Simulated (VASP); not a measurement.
# AlAu (Pm-3m) in VASP: notebook

AlAu is run at these levels: LDA; tasks: single point.

All numbers are computed with VASP 6.6.1; they aren't measurements. Logs are shortened: lines on timing, memory, paths and dates and some standing lists are left out, and cuts for length are marked.

### 1 The cell of the first run

The structure is cubic, space group Pm-3m (No. 221). Conventional cell: a = 3.158 Å, b = 3.158 Å, c = 3.158 Å, α = 90.00°, β = 90.00°, γ = 90.00°. Within 3.6 Å of Al (site symmetry m-3m) lie 8 Au at 2.74 Å and 6 Al at 3.16 Å. Au (site symmetry m-3m) has 8 Al at 2.74 Å and 6 Au at 3.16 Å within 3.6 Å.

### 2 Single point, LDA

File INCAR:

```
PREC     = Accurate       # precision mode
ENCUT    = 520            # plane-wave cutoff, eV
EDIFF    = 1E-6           # SCF threshold, eV
ISMEAR   = -1             # smearing method
SIGMA    = 0.1            # smearing width, eV
LREAL    = False          # projectors in reciprocal space
LASPH    = True           # aspherical terms in the spheres
NELM     = 60             # most SCF steps
ALGO     = Normal         # electronic algorithm
ISIF     = 2              # what is computed and relaxed
LWAVE    = False          # write WAVECAR
LCHARG   = False          # write CHGCAR
GGA      = CA             # functional
NBANDS   = 14             # bands
```

File KPOINTS:

```
regular mesh
0
Gamma
  9 9 9
```

File POSCAR:

```
AlAu
1.0
    3.1581287985      0.0000000000      0.0000000000
    0.0000000000      3.1581287985      0.0000000000
    0.0000000000      0.0000000000      3.1581287985
Al Au
1 1
Direct
    0.0000000000      0.0000000000      0.0000000000
    0.5000000000      0.5000000000      0.5000000000
```

Potentials or basis: VASP PAW LDA potentials, release 64 (Al, Au).

Launch:

```bash
> cat potpaw_LDA.64/Al/POTCAR potpaw_LDA.64/Au/POTCAR > POTCAR
> mpirun -np 1 vasp_std > vasp.out
```

OUTCAR:

```text
PREC = Accurate
   ENCUT = 520
   EDIFF = 1E-6
   ISMEAR = -1
   LREAL = False
   LASPH = True
   NELM = 60
   ISIF = 2
   GGA = CA

 ion  position               nearest neighbor table
   1  0.000  0.000  0.000-   2 2.74   2 2.74   2 2.74   2 2.74   2 2.74   2 2.74   2 2.74   2 2.74

   2  0.500  0.500  0.500-   1 2.74   1 2.74   1 2.74   1 2.74   1 2.74   1 2.74   1 2.74   1 2.74

  LATTYP: Found a simple cubic cell.
 ALAT       =     3.1581287985

  Lattice vectors:

 A1 = (   3.1581287985,   0.0000000000,   0.0000000000)
 A2 = (   0.0000000000,   3.1581287985,   0.0000000000)
 A3 = (   0.0000000000,   0.0000000000,   3.1581287985)

Analysis of symmetry for initial positions (statically):
=====================================================================
 Subroutine PRICEL returns:
 Original cell was already a primitive cell.

 Routine SETGRP: Setting up the symmetry group for a
 simple cubic supercell.

 Subroutine GETGRP returns: Found 48 space group operations
 (whereof 48 operations were pure point group operations)
 out of a pool of 48 trial point group operations.

The static configuration has the point symmetry O_h .

Analysis of symmetry for dynamics (positions and initial velocities):
=====================================================================
 Subroutine PRICEL returns:
 Original cell was already a primitive cell.

 Routine SETGRP: Setting up the symmetry group for a
 simple cubic supercell.

 Subroutine GETGRP returns: Found 48 space group operations
 (whereof 48 operations were pure point group operations)
 out of a pool of 48 trial point group operations.

The dynamic configuration has the point symmetry O_h .

 Subroutine INISYM returns: Found 48 space group operations
 (whereof 48 operations are pure point group operations),
 and found     1 'primitive' translations

----------------------------------------------------------------------------------------

                                     Primitive cell

  volume of cell :      31.4985

  direct lattice vectors                    reciprocal lattice vectors
     3.158128798  0.000000000  0.000000000     0.316643197  0.000000000  0.000000000
     0.000000000  3.158128798  0.000000000     0.000000000  0.316643197  0.000000000
     0.000000000  0.000000000  3.158128798     0.000000000  0.000000000  0.316643197

  length of vectors
     3.158128798  3.158128798  3.158128798     0.316643197  0.316643197  0.316643197

  position of ions in fractional coordinates (direct lattice)
     0.000000000  0.000000000  0.000000000
     0.500000000  0.500000000  0.500000000

  ion indices of the primitive-cell ions
   primitive index   ion index
                 1           1
                 2           2

----------------------------------------------------------------------------------------

 KPOINTS: regular mesh

Automatic generation of k-mesh.
 Grid dimensions read from file:
 generate k-points for:    9    9    9

 Generating k-lattice:

  Cartesian coordinates                     Fractional coordinates (reciprocal lattice)
     0.035182577  0.000000000  0.000000000     0.111111111  0.000000000  0.000000000
     0.000000000  0.035182577  0.000000000     0.000000000  0.111111111  0.000000000
     0.000000000  0.000000000  0.035182577     0.000000000  0.000000000  0.111111111

  Length of vectors
     0.035182577  0.035182577  0.035182577

  Shift w.r.t. Gamma in fractional coordinates (k-lattice)
     0.000000000  0.000000000  0.000000000

 Subroutine IBZKPT returns following result:
 ===========================================

 Found     35 irreducible k-points:

 Following reciprocal coordinates:
            Coordinates               Weight
  0.000000  0.000000  0.000000      1.000000
  0.111111  0.000000  0.000000      6.000000
  0.222222  0.000000  0.000000      6.000000
  0.333333  0.000000  0.000000      6.000000
  0.444444  0.000000  0.000000      6.000000
  0.111111  0.111111  0.000000     12.000000
[... 16 lines left out ...]
  0.333333  0.333333  0.111111     24.000000
  0.444444  0.333333  0.111111     48.000000
 [... further k-points ...]
   k-points           NKPTS =     35   k-points in BZ     NKDIM =     35   number of bands    NBANDS=     14
   number of dos      NEDOS =    301   number of ions     NIONS =      2
   total plane-waves  NPLWV =  13824
   dimension x,y,z NGX =    24 NGY =   24 NGZ =   24
   dimension x,y,z NGXF=    48 NGYF=   48 NGZF=   48
   ions per type =               1   1
   NGX,Y,Z   is equivalent  to a cutoff of  12.63, 12.63, 12.63 a.u.
   NGXF,Y,Z  is equivalent  to a cutoff of  25.27, 25.27, 25.27 a.u.
 SYSTEM =  unknown system
   PREC   = accura    normal or accurate (medium, high low for compatibility)
   ISTART =      0    job   : 0-new  1-cont  2-samecut
   ICHARG =      2    charge: 1-file 2-atom 10-const
   ISPIN  =      1    spin polarized calculation?
   LNONCOLLINEAR =      F non collinear calculations
   LSORBIT =      F    spin-orbit coupling
   LASPH  =      T    aspherical Exc in radial PAW
   ENCUT  =  520.0 eV  38.22 Ry    6.18 a.u.   5.87  5.87  5.87*2*pi/ulx,y,z
   NELM   =     60;   NELMIN=  2; NELMDL= -5     # of ELM steps
   EDIFF  = 0.1E-05   stopping-criterion for ELM
   LREAL  =      F    real-space projection
   EDIFFG = 0.1E-04   stopping-criterion for IOM
   NSW    =      0    number of steps for IOM
   IBRION =     -1    ionic relax: 0-MD 1-quasi-New 2-CG
   NFREE  =      0    steps in history (QN), initial steepest desc. (CG)
   ISIF   =      2    stress and relaxation
   ISYM   =      2    0-nonsym 1-usesym 2-fastsym
   POTIM  = 0.5000    time-step for ionic-motion
   TEBEG  =    0.0;   TEEND  =   0.0 temperature during run
   PSTRESS=    0.0 pullay stress
   NELECT =      14.0000    total number of electrons
   NUPDOWN=      -1.0000    fix difference up-down
   EMIN   =  10.00;   EMAX   =-10.00  energy-range for DOS
   EFERMI =   0.00;   METHOD = LEGACY
   ISMEAR =    -1;   SIGMA  =   0.10  broadening in eV -4-tet -1-fermi 0-gaus
   EFERMI_NEDOS =   21; number of points for ismear=-14 and -15
   IALGO  =     38    algorithm
   IMIX   =      4    mixing-type and parameters
     AMIX     =   0.40;   BMIX     =  1.00
     AMIX_MAG =   1.60;   BMIX_MAG =  1.00
  volume/ion in A,a.u.               =      15.75       106.28
  Fermi-wavevector in a.u.,A,eV,Ry     =   1.249360  2.360948 21.237347  1.560901
  Thomas-Fermi vector in A             =   2.383404
   LORBIT       =      0    0 simple, 1 ext, 2 COOP (PROOUT), +10 PAW based schemes
   GGA     = CA    functional components
   LHFCALC =     F    Hartree Fock is set to
   AEXX    =    0.0000 exact exchange contribution
   IVDW    =     0    specifies the selected vdW correction
   LEPSILON=     F    determine dielectric tensor
   LRPA    =     F    only Hartree local field effects (RPA)
 non-spin polarized calculation
  energy-cutoff  :      520.00
  volume of cell :       31.50
 maximum number of plane-waves:       861
 NGX is ok and might be reduce to    24
   NGX = 11   NGY = 11   NGZ = 11

 number of electron      14.0000003 magnetization

 Free energy of the ion-electron system (eV)
  ---------------------------------------------------
  ext. energy  EPLUGINS =         0.00000000
  ---------------------------------------------------
  free energy    TOTEN  =        -9.23614568 eV

  energy without entropy =       -9.21390881  energy(sigma->0) =       -9.22502725

 E-fermi :  10.2874     XC(G=0): -11.9956

 val. band max:       10.2205246020   @ k =   0.3333   0.3333   0.0000
 cond. band min:      10.3531428200   @ k =   0.4444   0.4444   0.3333
 fundamental gap:      0.1326182180
 Fermi energy:        10.2874253678

 k-point     1 :       0.0000    0.0000    0.0000
  band No.  band energies     occupation
      1      -1.6098      2.00000
      2       3.2368      2.00000
      3       3.2368      2.00000
      4       5.3363      2.00000
      5       5.3363      2.00000
      6       5.3363      2.00000
      7      13.1189      0.00000
      8      13.1189      0.00000
      9      13.1189      0.00000
     10      17.5116      0.00000
     11      17.9024      0.00000
     12      17.9024      0.00000
     13      27.1442      0.00000
     14      27.1442      0.00000

 k-point     2 :       0.1111    0.0000    0.0000
  band No.  band energies     occupation
      1      -1.3989      2.00000
      2       3.2794      2.00000
      3       3.3208      2.00000
      4       5.2011      2.00000
      5       5.2011      2.00000
      6       5.3511      2.00000
      7      11.7463      0.00000
      8      13.4485      0.00000
      9      13.4485      0.00000
     10      17.6543      0.00000
     11      17.7714      0.00000
     12      19.4082      0.00000
     13      25.4955      0.00000
     14      25.4955      0.00000

 k-point     3 :       0.2222    0.0000    0.0000
  band No.  band energies     occupation
      1      -0.7862      2.00000
      2       3.3902      2.00000
      3       3.4955      2.00000
      4       4.8878      2.00000
      5       4.8878      2.00000
      6       5.3886      2.00000
      7       9.5969      1.99800
      8      14.3441      0.00000
      9      14.3441      0.00000
     10      17.0576      0.00000
     11      18.0640      0.00000
     12      22.3477      0.00000
     13      23.2151      0.00000
     14      23.2151      0.00000
[... 324 lines left out ...]
 k-point    23 :       0.3333    0.3333    0.1111
  band No.  band energies     occupation
      1       1.6124      2.00000
      2       3.2004      2.00000
      3       4.2680      2.00000
      4       4.3695      2.00000
      5       4.9850      2.00000
      6       4.9907      2.00000
      7       9.0347      1.99999
      8      10.3545      0.67686
      9      14.4599      0.00000
     10      15.6168      0.00000
     11      19.5387      0.00000
     12      20.7894      0.00000
     13      21.0974      0.00000
     14      25.6283      0.00000

 k-point    24 :       0.4444    0.3333    0.1111
  band No.  band energies     occupation
      1       1.9829      2.00000
      2       3.1810      2.00000
      3       4.1260      2.00000
      4       4.3830      2.00000
      5       5.0554      2.00000
      6       5.9899      2.00000
      7       7.5764      2.00000
      8      11.0449      0.00103
      9      12.8067      0.00000
     10      16.3222      0.00000
     11      18.8502      0.00000
     12      20.2355      0.00000
     13      22.4335      0.00000
     14      24.2376      0.00000

 [... further k-points ...]
[... 5 lines left out ...]
  --------------------------------------------------------------------------------------
  -------------------------------------------------------------------------------------
  Total       -0.1250721     -0.1250721     -0.1250721      0.0000000     -0.0000000      0.0000000
  in kB       -6.3618207     -6.3618207     -6.3618207      0.0000000     -0.0000000      0.0000000
  external PRESSURE =      -6.3618207 kB  Pullay stress =       0.0000000 kB

 VOLUME and BASIS-vectors are now :
 -----------------------------------------------------------------------------
  energy-cutoff  :      520.00
  volume of cell :       31.50
      direct lattice vectors                 reciprocal lattice vectors
     3.158128798  0.000000000  0.000000000     0.316643197  0.000000000  0.000000000
     0.000000000  3.158128798  0.000000000     0.000000000  0.316643197  0.000000000
     0.000000000  0.000000000  3.158128798     0.000000000  0.000000000  0.316643197

 POSITION                                       TOTAL-FORCE (eV/Angst)
 -----------------------------------------------------------------------------------
      0.00000      0.00000      0.00000         0.000000      0.000000      0.000000
      1.57906      1.57906      1.57906         0.000000      0.000000      0.000000
 -----------------------------------------------------------------------------------
    total drift:                                0.000000     -0.000000     -0.000000

  FREE ENERGIE OF THE ION-ELECTRON SYSTEM (eV)
  ---------------------------------------------------
  free  energy   TOTEN  =        -9.2361456790 eV

  energy  without entropy=       -9.2139088114  energy(sigma->0) =       -9.22502725
```

Wall time 6.8 s (1 thread of Intel Xeon Platinum 8488C (Sapphire Rapids), shared host); peak memory 0.13 GiB.

Results:

```
Free energy            : -9.2361 eV
Pressure               : -0.6 GPa
Band gap on the k mesh : zero (band 7 reaches 13.12 eV, above the bottom of band 8 at 9.49 eV)
```

Caveat: spin-orbit coupling is left out, which moves the levels of the heavy elements.

(Continued in part 2 of 2.)
